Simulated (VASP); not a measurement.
# Tl (Im-3m) in VASP: single point with PBE

Aim: the single point of Tl with PBE.

Program: VASP 6.6.1. These are calculated values, not measurements. Logs are shortened: lines on timing, memory, paths and dates and some standing lists are left out, and cuts for length are marked.

## 1. The cell of the first run

Symmetry: Im-3m, No. 229, cubic system. Conventional cell: a = 3.546 Å, b = 3.546 Å, c = 3.546 Å, α = 90.00°, β = 90.00°, γ = 90.00°. Within 4.0 Å of Tl (site symmetry m-3m) lie 14 Tl at 3.07 to 3.55 Å.

## 2. Single point, PBE (Al replaced by Tl, lengths x 1.119, strained)

INCAR reads:

```
PREC = Accurate
ENCUT = 500
EDIFF = 1E-6
ISMEAR = 0
SIGMA = 0.1
LREAL = False
LASPH = True
NELM = 120
ALGO = Normal
ISIF = 2
LWAVE = False
LCHARG = True
GGA = PE
LELF = True
LVHAR = True
NBANDS = 12
GGA_COMPAT = False
```

KPOINTS reads:

```
Automatic mesh
0
Gamma
  16 16 16
```

POSCAR reads:

```
Tl
1.0
   -1.7729837588      1.7729837588      1.7729837588
    1.7729837588     -1.7729837588      1.7729837588
    1.7729837588      1.7729837588     -1.7729837588
Tl
1
Direct
    0.0000000000      0.0000000000      0.0000000000
```

Potentials or basis: VASP PAW PBE potentials, release 64 (Tl_d).

Launch:

```console
cat potpaw_PBE.64/Tl_d/POTCAR > POTCAR
mpirun -np 1 vasp_std > vasp.out
```

OUTCAR:

```text
PREC = Accurate
   ENCUT = 500
   EDIFF = 1E-6
   ISMEAR = 0
   LREAL = False
   LASPH = True
   NELM = 120
   ISIF = 2
   GGA = PE

 ion  position               nearest neighbor table
   1  0.000  0.000  0.000-

  LATTYP: Found a body centered cubic cell.
 ALAT       =     3.5459675176

  Lattice vectors:

 A1 = (  -1.7729837588,   1.7729837588,   1.7729837588)
 A2 = (   1.7729837588,  -1.7729837588,   1.7729837588)
 A3 = (   1.7729837588,   1.7729837588,  -1.7729837588)

Analysis of symmetry for initial positions (statically):
=====================================================================
 Subroutine PRICEL returns:
 Original cell was already a primitive cell.

 Routine SETGRP: Setting up the symmetry group for a
 body centered cubic supercell.

 Subroutine GETGRP returns: Found 48 space group operations
 (whereof 48 operations were pure point group operations)
 out of a pool of 48 trial point group operations.

The static configuration has the point symmetry O_h .

Analysis of symmetry for dynamics (positions and initial velocities):
=====================================================================
 Subroutine PRICEL returns:
 Original cell was already a primitive cell.

 Routine SETGRP: Setting up the symmetry group for a
 body centered cubic supercell.

 Subroutine GETGRP returns: Found 48 space group operations
 (whereof 48 operations were pure point group operations)
 out of a pool of 48 trial point group operations.

The dynamic configuration has the point symmetry O_h .

 Subroutine INISYM returns: Found 48 space group operations
 (whereof 48 operations are pure point group operations),
 and found     1 'primitive' translations

----------------------------------------------------------------------------------------

                                     Primitive cell

  volume of cell :      22.2933

  direct lattice vectors                    reciprocal lattice vectors
    -1.772983759  1.772983759  1.772983759     0.000000000  0.282010480  0.282010480
     1.772983759 -1.772983759  1.772983759     0.282010480  0.000000000  0.282010480
     1.772983759  1.772983759 -1.772983759     0.282010480  0.282010480  0.000000000

  length of vectors
     3.070897951  3.070897951  3.070897951     0.398823045  0.398823045  0.398823045

  position of ions in fractional coordinates (direct lattice)
     0.000000000  0.000000000  0.000000000

  ion indices of the primitive-cell ions
   primitive index   ion index
                 1           1

----------------------------------------------------------------------------------------

 KPOINTS: Automatic mesh

Automatic generation of k-mesh.
 Grid dimensions read from file:
 generate k-points for:   16   16   16

 Generating k-lattice:

  Cartesian coordinates                     Fractional coordinates (reciprocal lattice)
     0.000000000  0.017625655  0.017625655     0.062500000  0.000000000  0.000000000
     0.017625655  0.000000000  0.017625655     0.000000000  0.062500000  0.000000000
     0.017625655  0.017625655  0.000000000     0.000000000  0.000000000  0.062500000

  Length of vectors
     0.024926440  0.024926440  0.024926440

  Shift w.r.t. Gamma in fractional coordinates (k-lattice)
     0.000000000  0.000000000  0.000000000

 Subroutine IBZKPT returns following result:
 ===========================================

 Found    145 irreducible k-points:

 Following reciprocal coordinates:
            Coordinates               Weight
  0.000000  0.000000  0.000000      1.000000
  0.062500  0.000000  0.000000     12.000000
  0.125000  0.000000  0.000000     12.000000
  0.187500  0.000000  0.000000     12.000000
  0.250000  0.000000  0.000000     12.000000
  0.312500  0.000000  0.000000     12.000000
[... 16 lines left out ...]
  0.187500  0.187500  0.000000     24.000000
  0.250000  0.187500 -0.000000     48.000000
 [... further k-points ...]
   k-points           NKPTS =    145   k-points in BZ     NKDIM =    145   number of bands    NBANDS=     12
   number of dos      NEDOS =    301   number of ions     NIONS =      1
   total plane-waves  NPLWV =  13824
   dimension x,y,z NGX =    24 NGY =   24 NGZ =   24
   dimension x,y,z NGXF=    48 NGYF=   48 NGZF=   48
   ions per type =               1
   NGX,Y,Z   is equivalent  to a cutoff of  12.99, 12.99, 12.99 a.u.
   NGXF,Y,Z  is equivalent  to a cutoff of  25.99, 25.99, 25.99 a.u.
 SYSTEM =  unknown system
   PREC   = accura    normal or accurate (medium, high low for compatibility)
   ISTART =      0    job   : 0-new  1-cont  2-samecut
   ICHARG =      2    charge: 1-file 2-atom 10-const
   ISPIN  =      1    spin polarized calculation?
   LNONCOLLINEAR =      F non collinear calculations
   LSORBIT =      F    spin-orbit coupling
   LASPH  =      T    aspherical Exc in radial PAW
   ENCUT  =  500.0 eV  36.75 Ry    6.06 a.u.   5.60  5.60  5.60*2*pi/ulx,y,z
   NELM   =    120;   NELMIN=  2; NELMDL= -5     # of ELM steps
   EDIFF  = 0.1E-05   stopping-criterion for ELM
   LREAL  =      F    real-space projection
   EDIFFG = 0.1E-04   stopping-criterion for IOM
   NSW    =      0    number of steps for IOM
   IBRION =     -1    ionic relax: 0-MD 1-quasi-New 2-CG
   NFREE  =      0    steps in history (QN), initial steepest desc. (CG)
   ISIF   =      2    stress and relaxation
   ISYM   =      2    0-nonsym 1-usesym 2-fastsym
   POTIM  = 0.5000    time-step for ionic-motion
   TEBEG  =    0.0;   TEEND  =   0.0 temperature during run
   PSTRESS=    0.0 pullay stress
   NELECT =      13.0000    total number of electrons
   NUPDOWN=      -1.0000    fix difference up-down
   EMIN   =  10.00;   EMAX   =-10.00  energy-range for DOS
   EFERMI =   0.00;   METHOD = LEGACY
   ISMEAR =     0;   SIGMA  =   0.10  broadening in eV -4-tet -1-fermi 0-gaus
   EFERMI_NEDOS =   21; number of points for ismear=-14 and -15
   IALGO  =     38    algorithm
   IMIX   =      4    mixing-type and parameters
     AMIX     =   0.40;   BMIX     =  1.00
     AMIX_MAG =   1.60;   BMIX_MAG =  1.00
  volume/ion in A,a.u.               =      22.29       150.44
  Fermi-wavevector in a.u.,A,eV,Ry     =   1.367722  2.584620 25.451925  1.870664
  Thomas-Fermi vector in A             =   2.493749
   LORBIT       =      0    0 simple, 1 ext, 2 COOP (PROOUT), +10 PAW based schemes
   GGA     = PE    functional components
   LHFCALC =     F    Hartree Fock is set to
   AEXX    =    0.0000 exact exchange contribution
   IVDW    =     0    specifies the selected vdW correction
   LEPSILON=     F    determine dielectric tensor
   LRPA    =     F    only Hartree local field effects (RPA)
 non-spin polarized calculation
 Gauss-broadening in eV      SIGMA  =   0.10
  energy-cutoff  :      500.00
  volume of cell :       22.29
 maximum number of plane-waves:       586
   NGX = 11   NGY = 11   NGZ = 11

 number of electron      13.0000001 magnetization

 Free energy of the ion-electron system (eV)
  ---------------------------------------------------
  ext. energy  EPLUGINS =         0.00000000
  ---------------------------------------------------
  free energy    TOTEN  =        -1.76521919 eV

  energy without entropy =       -1.76234655  energy(sigma->0) =       -1.76378287

 E-fermi :   9.6994     XC(G=0): -11.5013

 val. band max:        9.6991226845   @ k =   0.5000   0.5000   0.5000
 cond. band min:       9.7115097308   @ k =   0.2500   0.2500   0.0000
 fundamental gap:      0.0123870463
 Fermi energy:         9.6993816408

 k-point     1 :       0.0000    0.0000    0.0000
  band No.  band energies     occupation
      1      -2.6265      2.00000
      2      -2.6265      2.00000
      3      -2.6265      2.00000
      4      -2.4210      2.00000
      5      -1.8651      2.00000
      6      -1.8651      2.00000
      7      22.3787      0.00000
      8      22.3787      0.00000
      9      22.3787      0.00000
     10      23.4597      0.00000
     11      23.4597      0.00000
     12      23.4597      0.00000

 k-point     2 :       0.0625    0.0000    0.0000
  band No.  band energies     occupation
      1      -2.6405      2.00000
      2      -2.6236      2.00000
      3      -2.5833      2.00000
      4      -2.3068      2.00000
      5      -1.8795      2.00000
      6      -1.8648      2.00000
      7      21.7145      0.00000
      8      22.2554      0.00000
      9      22.4027      0.00000
     10      22.7167      0.00000
     11      22.9915      0.00000
     12      23.1790      0.00000

 k-point     3 :       0.1250    0.0000    0.0000
  band No.  band energies     occupation
      1      -2.6798      2.00000
      2      -2.6384      2.00000
      3      -2.4581      2.00000
      4      -1.9882      2.00000
      5      -1.8717      2.00000
      6      -1.8639      2.00000
      7      19.3943      0.00000
      8      21.4442      0.00000
      9      21.8976      0.00000
     10      22.3805      0.00000
     11      22.4681      0.00000
     12      23.3165      0.00000
[... 286 lines left out ...]
 k-point    23 :       0.1875    0.1875    0.0000
  band No.  band energies     occupation
      1      -2.8593      2.00000
      2      -2.6361      2.00000
      3      -2.0864      2.00000
      4      -2.0128      2.00000
      5      -1.8113      2.00000
      6       0.9339      2.00000
      7      12.6271      0.00000
      8      14.8544      0.00000
      9      18.3499      0.00000
     10      23.0655      0.00000
     11      24.3765      0.00000
     12      26.6285      0.00000

 k-point    24 :       0.2500    0.1875   -0.0000
  band No.  band energies     occupation
      1      -2.9051      2.00000
      2      -2.6556      2.00000
      3      -2.0366      2.00000
      4      -1.9852      2.00000
      5      -1.7430      2.00000
      6       2.1070      2.00000
      7      10.8022      0.00000
      8      13.6923      0.00000
      9      17.7770      0.00000
     10      23.1927      0.00000
     11      24.8056      0.00000
     12      27.2091      0.00000

 [... further k-points ...]
[... 5 lines left out ...]
  --------------------------------------------------------------------------------------
  -------------------------------------------------------------------------------------
  Total        3.2084434      3.2084434      3.2084434     -0.0000000     -0.0000000      0.0000000
  in kB      230.5848165    230.5848165    230.5848165     -0.0000000     -0.0000000      0.0000000
  external PRESSURE =     230.5848165 kB  Pullay stress =       0.0000000 kB

 VOLUME and BASIS-vectors are now :
 -----------------------------------------------------------------------------
  energy-cutoff  :      500.00
  volume of cell :       22.29
      direct lattice vectors                 reciprocal lattice vectors
    -1.772983759  1.772983759  1.772983759     0.000000000  0.282010480  0.282010480
     1.772983759 -1.772983759  1.772983759     0.282010480  0.000000000  0.282010480
     1.772983759  1.772983759 -1.772983759     0.282010480  0.282010480  0.000000000

 POSITION                                       TOTAL-FORCE (eV/Angst)
 -----------------------------------------------------------------------------------
      0.00000      0.00000      0.00000        -0.000000     -0.000000      0.000000
 -----------------------------------------------------------------------------------
    total drift:                               -0.000000      0.000000      0.000000

  FREE ENERGIE OF THE ION-ELECTRON SYSTEM (eV)
  ---------------------------------------------------
  free  energy   TOTEN  =        -1.7652191878 eV

  energy  without entropy=       -1.7623465506  energy(sigma->0) =       -1.76378287
```

Run time: 35 s. Hardware: 1 thread of Intel Xeon 8259CL, shared host; peak memory 0.16 GiB.

Results:

```yaml
Free_energy: -1.7652 eV
Pressure: 23.1 GPa
```

Levels at points of the mesh, in eV from the Fermi level:
```
           k point  band 2  band 3  band 4  band 5  band 6  band 7  band 8  band 9  band 10  band 11
(0.00, 0.00, 0.00)  -12.33  -12.33  -12.12  -11.56  -11.56   12.68   12.68   12.68    13.76    13.76
(0.50, 0.00, 0.00)  -12.68  -11.62  -11.54  -11.04   -4.86   -3.98    6.90    7.75    12.29    13.15
(0.50, 0.50, 0.50)  -12.80  -11.17  -11.17  -11.17    0.00    1.27    1.27    1.27     7.45     7.45
```

Caveat: the cell differs from its parent crystal (Al replaced by Tl, lengths x 1.119, strained); spin-orbit coupling is left out, which moves the levels of the heavy elements.
